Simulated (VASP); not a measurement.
Runs of VASP 6.6.1 on Si2W. The structure is that of space group I4/mmm (No. 139), or close to it. The cells are those of the table. 

```csv
cell,gap on the mesh (eV),pressure (GPa),largest force (eV/Å)
"a = 4.497 Å, angles 136.4, 136.4, 63.3°, 3 atoms",none,(a),0.08
"a = 4.796 Å, angles 142.3, 142.3, 54.4°, 3 atoms",none,1.1,0.11
"a = 4.338 Å, angles 134.4, 134.4, 66.5°, 3 atoms",none,6.7,0.19
"a = 4.999 Å, angles 144.1, 144.1, 51.6°, 3 atoms",none,(b),0.40
"a = 4.729 Å, angles 140.4, 140.4, 57.3°, 3 atoms",none,-8.0,0.16
```

Alike in all rows: task single point; level PBE; potentials or basis VASP PAW PBE potentials, release 64 (Si, W_sv); no spin polarisation; k mesh 18 × 18 × 18; cutoff (eV) 520; smearing gaussian 0.15 eV.

Task: Estimate the missing entries.

Result: (a) -6.0; (b) -4.4.

Caveats: spin-orbit coupling is left out, which moves the levels of the heavy elements; the stress differs along the axes, from -14 to 9 GPa (at least some runs); the stress differs along the axes, from -24 to 14 GPa (at least some runs); the stress differs along the axes, from -13 to 46 GPa (at least some runs); the stress differs along the axes, from -34 to 10 GPa (at least some runs); the stress differs along the axes, from -22 to -1 GPa (at least some runs).

A k mesh can miss the band edges, and the runs leave out spin-orbit coupling on W.

A gap of «none» marks levels without a gap at the run's occupations.
